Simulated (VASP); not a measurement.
# Al2O3 (P-3m1) in VASP: settings compared

Al2O3 is run at these levels: PBEsol, LDA, BLYP; tasks: single point.

Program: VASP 6.6.1. These are calculated values, not measurements. Logs are shortened: lines on timing, memory, paths and dates and some standing lists are left out, and cuts for length are marked.

## Step 1: The cell of the first run

The structure is trigonal, space group P-3m1 (No. 164). Conventional cell: a = 3.017 Å, b = 3.017 Å, c = 7.575 Å, α = 90.00°, β = 90.00°, γ = 120.00°. Al (site symmetry 3m) has 4 O at 1.68 to 1.84 Å within 2.2 Å. Within 2.4 Å of O (site symmetry 3m) lie 3 Al at 1.84 Å. O (site symmetry -3m) has 2 Al at 1.68 Å within 2.2 Å.

## Step 2: Single point, PBEsol

The input, INCAR:

```
SYSTEM = Al2O3
ALGO = Normal
EDIFF = 1E-6
ENCUT = 520
GGA = PS
ISIF = 2
ISMEAR = 0
LASPH = .TRUE.
LCHARG = .TRUE.
LELF = .TRUE.
LREAL = .FALSE.
LVHAR = .TRUE.
LWAVE = .FALSE.
NBANDS = 20
NELM = 60
PREC = Accurate
SIGMA = 0.01
```

The input, KPOINTS:

```
k-points
0
G
  12 12 4
  0 0 0
```

The input, POSCAR:

```
Al2O3
1.0
    3.0174825400      0.0000000000      0.0000000000
   -1.5087412700      2.6132165400      0.0000000000
    0.0000000000      0.0000000000      7.5746360000
Al O
2 3
Direct
    0.0000000000      0.0000000000      0.2779510000
    0.0000000000      0.0000000000      0.7220490000
    0.3333333333      0.6666666667      0.1994540000
    0.6666666667      0.3333333333      0.8005460000
    0.0000000000      0.0000000000      0.5000000000
```

Potentials or basis: VASP PAW PBE potentials, release 64 (Al, O).

Launch:

```console
cat potpaw_PBE.64/Al/POTCAR potpaw_PBE.64/O/POTCAR > POTCAR
mpirun -np 1 vasp_std > vasp.out
```

OUTCAR:

```text
SYSTEM = Al2O3
   EDIFF = 1E-6
   ENCUT = 520
   GGA = PS
   ISIF = 2
   ISMEAR = 0
   LASPH = .TRUE.
   LREAL = .FALSE.
   NELM = 60
   PREC = Accurate

 ion  position               nearest neighbor table
   1  0.000  0.000  0.278-   5 1.68   3 1.84   3 1.84   3 1.84   2 3.36
   2  0.000  0.000  0.722-   5 1.68   4 1.84   4 1.84   4 1.84   1 3.36
   3  0.333  0.667  0.199-   1 1.84   1 1.84   1 1.84
   4  0.667  0.333  0.801-   2 1.84   2 1.84   2 1.84
   5  0.000  0.000  0.500-   1 1.68   2 1.68

  LATTYP: Found a hexagonal cell.
 ALAT       =     3.0174825400
 C/A-ratio  =     2.5102501504

  Lattice vectors:

 A1 = (   3.0174825400,   0.0000000000,   0.0000000000)
 A2 = (  -1.5087412700,   2.6132165400,   0.0000000000)
 A3 = (   0.0000000000,   0.0000000000,   7.5746360000)

Analysis of symmetry for initial positions (statically):
=====================================================================
 Subroutine PRICEL returns:
 Original cell was already a primitive cell.

 Routine SETGRP: Setting up the symmetry group for a
 hexagonal supercell.

 Subroutine GETGRP returns: Found 12 space group operations
 (whereof 12 operations were pure point group operations)
 out of a pool of 24 trial point group operations.

The static configuration has the point symmetry D_3d.

Analysis of symmetry for dynamics (positions and initial velocities):
=====================================================================
 Subroutine PRICEL returns:
 Original cell was already a primitive cell.

 Routine SETGRP: Setting up the symmetry group for a
 hexagonal supercell.

 Subroutine GETGRP returns: Found 12 space group operations
 (whereof 12 operations were pure point group operations)
 out of a pool of 24 trial point group operations.

The dynamic configuration has the point symmetry D_3d.

 Subroutine INISYM returns: Found 12 space group operations
 (whereof 12 operations are pure point group operations),
 and found     1 'primitive' translations

----------------------------------------------------------------------------------------

                                     Primitive cell

  volume of cell :      59.7285

  direct lattice vectors                    reciprocal lattice vectors
     3.017482540  0.000000000  0.000000000     0.331402083  0.191335082  0.000000000
    -1.508741270  2.613216540  0.000000000     0.000000000  0.382670163  0.000000000
     0.000000000  0.000000000  7.574636000     0.000000000  0.000000000  0.132019545

  length of vectors
     3.017482540  3.017482544  7.574636000     0.382670164  0.382670163  0.132019545

  position of ions in fractional coordinates (direct lattice)
     0.000000000  0.000000000  0.277951000
     0.000000000  0.000000000  0.722049000
     0.333333333  0.666666667  0.199454000
     0.666666667  0.333333333  0.800546000
     0.000000000  0.000000000  0.500000000

  ion indices of the primitive-cell ions
   primitive index   ion index
                 1           1
                 2           2
                 3           3
                 4           4
                 5           5

----------------------------------------------------------------------------------------

 KPOINTS: k-points

Automatic generation of k-mesh.
 Grid dimensions read from file:
 generate k-points for:   12   12    4

 Generating k-lattice:

  Cartesian coordinates                     Fractional coordinates (reciprocal lattice)
     0.027616840  0.015944590  0.000000000     0.083333333 -0.000000000  0.000000000
     0.000000000  0.031889180  0.000000000     0.000000000  0.083333333  0.000000000
     0.000000000  0.000000000  0.033004886     0.000000000  0.000000000  0.250000000

  Length of vectors
     0.031889180  0.031889180  0.033004886

  Shift w.r.t. Gamma in fractional coordinates (k-lattice)
     0.000000000  0.000000000  0.000000000

 Subroutine IBZKPT returns following result:
 ===========================================

 Found     69 irreducible k-points:

 Following reciprocal coordinates:
            Coordinates               Weight
  0.000000  0.000000  0.000000      1.000000
  0.083333  0.000000  0.000000      6.000000
  0.166667  0.000000  0.000000      6.000000
  0.250000  0.000000  0.000000      6.000000
  0.333333  0.000000  0.000000      6.000000
  0.416667  0.000000  0.000000      6.000000
[... 16 lines left out ...]
  0.166667  0.000000  0.250000      6.000000
  0.000000  0.166667  0.250000      6.000000
 [... further k-points ...]
   k-points           NKPTS =     69   k-points in BZ     NKDIM =     69   number of bands    NBANDS=     20
   number of dos      NEDOS =    301   number of ions     NIONS =      5
   total plane-waves  NPLWV =  32256
   dimension x,y,z NGX =    24 NGY =   24 NGZ =   56
   dimension x,y,z NGXF=    48 NGYF=   48 NGZF=  112
   ions per type =               2   3
   NGX,Y,Z   is equivalent  to a cutoff of  13.22, 13.22, 12.29 a.u.
   NGXF,Y,Z  is equivalent  to a cutoff of  26.45, 26.45, 24.58 a.u.
 SYSTEM =  Al2O3
   PREC   = accura    normal or accurate (medium, high low for compatibility)
   ISTART =      0    job   : 0-new  1-cont  2-samecut
   ICHARG =      2    charge: 1-file 2-atom 10-const
   ISPIN  =      1    spin polarized calculation?
   LNONCOLLINEAR =      F non collinear calculations
   LSORBIT =      F    spin-orbit coupling
   LASPH  =      T    aspherical Exc in radial PAW
   ENCUT  =  520.0 eV  38.22 Ry    6.18 a.u.   5.61  5.61 14.08*2*pi/ulx,y,z
   NELM   =     60;   NELMIN=  2; NELMDL= -5     # of ELM steps
   EDIFF  = 0.1E-05   stopping-criterion for ELM
   LREAL  =      F    real-space projection
   EDIFFG = 0.1E-04   stopping-criterion for IOM
   NSW    =      0    number of steps for IOM
   IBRION =     -1    ionic relax: 0-MD 1-quasi-New 2-CG
   NFREE  =      0    steps in history (QN), initial steepest desc. (CG)
   ISIF   =      2    stress and relaxation
   ISYM   =      2    0-nonsym 1-usesym 2-fastsym
   POTIM  = 0.5000    time-step for ionic-motion
   TEBEG  =    0.0;   TEEND  =   0.0 temperature during run
   PSTRESS=    0.0 pullay stress
   NELECT =      24.0000    total number of electrons
   NUPDOWN=      -1.0000    fix difference up-down
   EMIN   =  10.00;   EMAX   =-10.00  energy-range for DOS
   EFERMI =   0.00;   METHOD = LEGACY
   ISMEAR =     0;   SIGMA  =   0.01  broadening in eV -4-tet -1-fermi 0-gaus
   EFERMI_NEDOS =   21; number of points for ismear=-14 and -15
   IALGO  =     38    algorithm
   IMIX   =      4    mixing-type and parameters
     AMIX     =   0.40;   BMIX     =  1.00
     AMIX_MAG =   1.60;   BMIX_MAG =  1.00
  volume/ion in A,a.u.               =      11.95        80.61
  Fermi-wavevector in a.u.,A,eV,Ry     =   1.208049  2.282882 19.856107  1.459383
  Thomas-Fermi vector in A             =   2.343669
   LORBIT       =      0    0 simple, 1 ext, 2 COOP (PROOUT), +10 PAW based schemes
   GGA     = PS    functional components
   LHFCALC =     F    Hartree Fock is set to
   AEXX    =    0.0000 exact exchange contribution
   IVDW    =     0    specifies the selected vdW correction
   LEPSILON=     F    determine dielectric tensor
   LRPA    =     F    only Hartree local field effects (RPA)
 non-spin polarized calculation
 Gauss-broadening in eV      SIGMA  =   0.01
  energy-cutoff  :      520.00
  volume of cell :       59.73
 maximum number of plane-waves:      1632
 NGX is ok and might be reduce to    24
   NGX = 11   NGY = 11   NGZ = 29

 number of electron      24.0000012 magnetization

 Free energy of the ion-electron system (eV)
  ---------------------------------------------------
  ext. energy  EPLUGINS =         0.00000000
  ---------------------------------------------------
  free energy    TOTEN  =       -37.72807258 eV

  energy without entropy =      -37.72807258  energy(sigma->0) =      -37.72807258

 E-fermi :   3.8023     XC(G=0):  -9.9413

 val. band max:        3.7444633191   @ k =   0.0000   0.0000   0.0000
 cond. band min:       5.9389986725   @ k =   0.0000   0.0000   0.0000
 fundamental gap:      2.1945353534
 Fermi energy:         3.8023191930

 k-point     1 :       0.0000    0.0000    0.0000
  band No.  band energies     occupation
      1     -15.8025      2.00000
      2     -15.6057      2.00000
      3     -13.0416      2.00000
      4      -2.1391      2.00000
      5      -0.7758      2.00000
      6       0.0128      2.00000
[... 12 lines left out ...]
     19      15.6969      0.00000
     20      16.0594      0.00000

 k-point     2 :       0.0833    0.0000    0.0000
  band No.  band energies     occupation
      1     -15.7478      2.00000
      2     -15.5572      2.00000
      3     -13.0126      2.00000
      4      -2.1145      2.00000
      5      -0.7467      2.00000
      6      -0.2666      2.00000
[... 12 lines left out ...]
     19      15.7383      0.00000
     20      15.8592      0.00000

 k-point     3 :       0.1667    0.0000    0.0000
  band No.  band energies     occupation
      1     -15.5931      2.00000
      2     -15.4218      2.00000
      3     -12.9331      2.00000
      4      -2.1254      2.00000
      5      -1.0506      2.00000
      6      -0.7111      2.00000
[... 12 lines left out ...]
     19      15.6521      0.00000
     20      16.2604      0.00000

 k-point     4 :       0.2500    0.0000    0.0000
  band No.  band energies     occupation
      1     -15.3685      2.00000
      2     -15.2286      2.00000
      3     -12.8238      2.00000
      4      -2.4342      2.00000
      5      -1.8735      2.00000
      6      -0.9081      2.00000
[... 12 lines left out ...]
     19      15.6741      0.00000
     20      16.6462      0.00000

 k-point     5 :       0.3333    0.0000    0.0000
  band No.  band energies     occupation
      1     -15.1246      2.00000
      2     -15.0263      2.00000
      3     -12.7149      2.00000
      4      -2.9739      2.00000
      5      -2.6165      2.00000
      6      -0.7793      2.00000
[... 12 lines left out ...]
     19      15.2936      0.00000
     20      16.8767      0.00000

 k-point     6 :       0.4167    0.0000    0.0000
  band No.  band energies     occupation
      1     -14.9270      2.00000
      2     -14.8753      2.00000
      3     -12.6362      2.00000
      4      -3.4061      2.00000
      5      -3.1243      2.00000
      6      -0.6670      2.00000
[... 12 lines left out ...]
     19      14.7863      0.00000
     20      16.7595      0.00000

 k-point     7 :       0.5000    0.0000    0.0000
  band No.  band energies     occupation
      1     -14.8429      2.00000
      2     -14.8267      2.00000
      3     -12.6080      2.00000
      4      -3.5656      2.00000
      5      -3.3048      2.00000
      6      -0.6669      2.00000
[... 12 lines left out ...]
     19      14.6384      0.00000
     20      16.7510      0.00000
[... 277 lines left out ...]
 k-point    20 :       0.0000    0.0000    0.2500
  band No.  band energies     occupation
      1     -15.7761      2.00000
      2     -15.6360      2.00000
      3     -13.0362      2.00000
      4      -2.2709      2.00000
      5      -0.4328      2.00000
      6       0.0097      2.00000
[... 12 lines left out ...]
     19      15.6302      0.00000
     20      16.1508      0.00000

 k-point    21 :       0.0833    0.0000    0.2500
  band No.  band energies     occupation
      1     -15.7221      2.00000
      2     -15.5865      2.00000
      3     -13.0077      2.00000
      4      -2.2243      2.00000
      5      -0.5010      2.00000
      6      -0.2874      2.00000
[... 12 lines left out ...]
     19      15.7854      0.00000
     20      15.9393      0.00000

 k-point    22 :       0.0000    0.0833    0.2500
  band No.  band energies     occupation
      1     -15.7220      2.00000
      2     -15.5866      2.00000
      3     -13.0076      2.00000
      4      -2.2256      2.00000
      5      -0.5283      2.00000
      6      -0.2685      2.00000
[... 12 lines left out ...]
     19      15.8208      0.00000
     20      16.0153      0.00000

 k-point    23 :       0.1667    0.0000    0.2500
  band No.  band energies     occupation
      1     -15.5703      2.00000
      2     -15.4473      2.00000
      3     -12.9294      2.00000
      4      -2.1571      2.00000
      5      -1.0471      2.00000
      6      -0.8787      2.00000
[... 12 lines left out ...]
     19      16.0020      0.00000
     20      16.2053      0.00000

 k-point    24 :       0.0000    0.1667    0.2500
  band No.  band energies     occupation
      1     -15.5690      2.00000
      2     -15.4488      2.00000
      3     -12.9291      2.00000
      4      -2.1705      2.00000
      5      -1.0455      2.00000
      6      -0.9095      2.00000
[... 12 lines left out ...]
     19      16.2280      0.00000
     20      16.2648      0.00000

 [... further k-points ...]
[... 5 lines left out ...]
  --------------------------------------------------------------------------------------
  -------------------------------------------------------------------------------------
  Total       -1.4657712     -1.4657712     -0.9766249      0.0000000     -0.0000000     -0.0000000
  in kB      -39.3183086    -39.3183088    -26.1972943      0.0000000     -0.0000000     -0.0000000
  external PRESSURE =     -34.9446372 kB  Pullay stress =       0.0000000 kB

 VOLUME and BASIS-vectors are now :
 -----------------------------------------------------------------------------
  energy-cutoff  :      520.00
  volume of cell :       59.73
      direct lattice vectors                 reciprocal lattice vectors
     3.017482540  0.000000000  0.000000000     0.331402083  0.191335082  0.000000000
    -1.508741270  2.613216540  0.000000000     0.000000000  0.382670163  0.000000000
     0.000000000  0.000000000  7.574636000     0.000000000  0.000000000  0.132019545

 POSITION                                       TOTAL-FORCE (eV/Angst)
 -----------------------------------------------------------------------------------
      0.00000      0.00000      2.10538        -0.000000      0.000000      0.091637
      0.00000      0.00000      5.46926         0.000000      0.000000     -0.091637
     -0.00000      1.74214      1.51079         0.000000     -0.000000      0.188150
      1.50874      0.87107      6.06384        -0.000000      0.000000     -0.188150
      0.00000      0.00000      3.78732        -0.000000      0.000000      0.000000
 -----------------------------------------------------------------------------------
    total drift:                                0.000000      0.000000     -0.000000

  FREE ENERGIE OF THE ION-ELECTRON SYSTEM (eV)
  ---------------------------------------------------
  free  energy   TOTEN  =       -37.7280725843 eV

  energy  without entropy=      -37.7280725843  energy(sigma->0) =      -37.72807258
```

Run time: 29 s. Hardware: 1 thread of Intel Xeon 6975P-C (Granite Rapids), shared host; peak memory 0.21 GiB.

What came out:

| Property | Result |
| --- | --- |
| Free energy | -37.7281 eV |
| Pressure | -3.5 GPa |
| Largest force | 0.188 eV/Å |
| Band gap on the k mesh | 2.19 eV, direct |

Forces in eV/Å, atoms in the order of the input:
```
Al   0.000  0.000  0.092
Al   0.000  0.000 -0.092
O    0.000  0.000  0.188
O    0.000  0.000 -0.188
O    0.000  0.000  0.000
```

Caveat: the PAW data sets were made with another functional, which shifts forces and pressure a little.

## Step 3: Single point, LDA

The input, INCAR:

```
SYSTEM = Al2O3
PREC = Accurate ; ENCUT = 520
EDIFF = 1E-7 ; ISMEAR = 0
SIGMA = 0.01 ; LREAL = .FALSE.
LASPH = .TRUE. ; NELM = 60
ALGO = Normal ; ISIF = 2
LWAVE = .FALSE. ; LCHARG = .TRUE.
LELF = .TRUE. ; LVHAR = .TRUE.
NBANDS = 20
```

The input, KPOINTS:

```
regular mesh
0
G
  12 12 4
  0 0 0
```

POSCAR is that of step 2.

Potentials or basis: VASP PAW LDA potentials, release 64 (Al, O).

Launch:

```console
cat potpaw_LDA.64/Al/POTCAR potpaw_LDA.64/O/POTCAR > POTCAR
mpirun -np 1 vasp_std > vasp.out
```

Wall time 29 s (1 thread of Intel Xeon 6975P-C (Granite Rapids), shared host); peak memory 0.19 GiB.

Results (log left out):

```
Free energy            : -39.6853 eV
Pressure               : -7.6 GPa
Largest force          : 0.430 eV/Å
Band gap on the k mesh : 2.19 eV, direct
```

Forces in eV/Å, atoms in the order of the input:
```
Al   0.000  0.000  0.113
Al   0.000  0.000 -0.113
O    0.000  0.000  0.430
O    0.000  0.000 -0.430
O    0.000  0.000  0.000
```

Stress tensor (GPa, compression positive):
```
-7.80  0.00  0.00
 0.00 -7.80  0.00
 0.00  0.00 -7.09
```

Levels at points of the mesh, in eV from the valence-band top:
| k point | band 9 | band 10 | band 11 | band 12 | band 13 | band 14 | band 15 | band 16 |
| --- | --- | --- | --- | --- | --- | --- | --- | --- |
| (0.00, 0.00, 0.00) | -3.70 | -2.33 | 0.00 | 0.00 | 2.19 | 4.18 | 7.17 | 10.31 |
| (0.50, 0.00, 0.00) | -3.57 | -3.09 | -1.77 | -0.49 | 4.41 | 6.03 | 7.96 | 8.71 |
| (0.00, 0.00, 0.50) | -3.63 | -3.14 | 0.00 | 0.00 | 3.13 | 3.24 | 7.93 | 8.53 |
| (0.50, 0.00, 0.50) | -3.46 | -3.32 | -1.70 | -0.49 | 4.87 | 5.41 | 7.91 | 8.41 |

A k mesh can miss the band edges.

## Step 4: Single point, BLYP

The input, INCAR:

```
AGGAC = 1.0
AGGAX = 1.0
ALDAC = 0.0
ALDAX = 1.0
ALGO = Normal
EDIFF = 1E-7
ENCUT = 520
GGA = B5
ISIF = 2
ISMEAR = 0
LASPH = True
LCHARG = True
LELF = True
LREAL = False
LVHAR = True
LWAVE = False
NBANDS = 20
NELM = 100
PREC = Accurate
SIGMA = 0.01
```

The input, KPOINTS:

```
k-points
0
Gamma
  12 12 4
```

POSCAR is that of step 3.

Potentials or basis: VASP PAW PBE potentials, release 64 (Al, O).

Launch:

```console
cat potpaw_PBE.64/Al/POTCAR potpaw_PBE.64/O/POTCAR > POTCAR
mpirun -np 1 vasp_std > vasp.out
```

Run time: 42 s. Hardware: 1 thread of Intel Xeon 6975P-C (Granite Rapids), shared host; peak memory 0.2 GiB.

It converged, with:

```yaml
Free_energy: -34.8262 eV
Pressure: 2.0 GPa
Largest_force: 0.140 eV/Å
Band_gap_on_the_k_mesh: 2.46 eV, direct
```

Forces on the atoms (eV/Å):
```
Al   0.000  0.000 -0.068
Al   0.000  0.000  0.068
O    0.000  0.000  0.140
O    0.000  0.000 -0.140
O    0.000  0.000  0.000
```

Stress tensor (GPa, compression positive):
```
2.33 0.00 0.00
0.00 2.33 0.00
0.00 0.00 1.33
```

Levels at points of the mesh, in eV from the valence-band top:
```
           k point  band 8  band 9  band 10  band 11  band 12  band 13  band 14  band 15  band 16  band 17
(0.00, 0.00, 0.00)   -3.72   -3.72    -2.36     0.00     0.00     2.46     4.42     7.54    10.70    10.72
(0.50, 0.00, 0.00)   -4.30   -3.53    -3.10    -1.75    -0.48     4.83     6.38     8.28     9.04     9.75
(0.00, 0.00, 0.50)   -3.72   -3.62    -3.11     0.00     0.00     3.38     3.48     8.30     8.93    11.99
(0.50, 0.00, 0.50)   -4.32   -3.40    -3.32    -1.68    -0.47     5.28     5.78     8.19     8.80    10.43
```

Caveat: the PAW data sets were made with another functional, which shifts forces and pressure a little.

## Step 5: The runs side by side

| level | potentials or basis | gap on the mesh (eV) | pressure (GPa) | largest force (eV/Å) |
| --- | --- | --- | --- | --- |
| PBEsol | VASP PAW PBE potentials, release 64 (Al, O) | 2.19 | -3.5 | 0.19 |
| LDA | VASP PAW LDA potentials, release 64 (Al, O) | 2.19 | -7.6 | 0.43 |
| BLYP | VASP PAW PBE potentials, release 64 (Al, O) | 2.46 | 2.0 | 0.14 |

Alike in all rows: task single point; no spin polarisation; cell as given; k mesh 12 × 12 × 4; cutoff (eV) 520; smearing gaussian 0.01 eV.

Caveats: the PAW data sets were made with another functional, which shifts forces and pressure a little (some runs).

Total energies depend on the potentials used, so only differences within one code and one set of settings carry meaning.
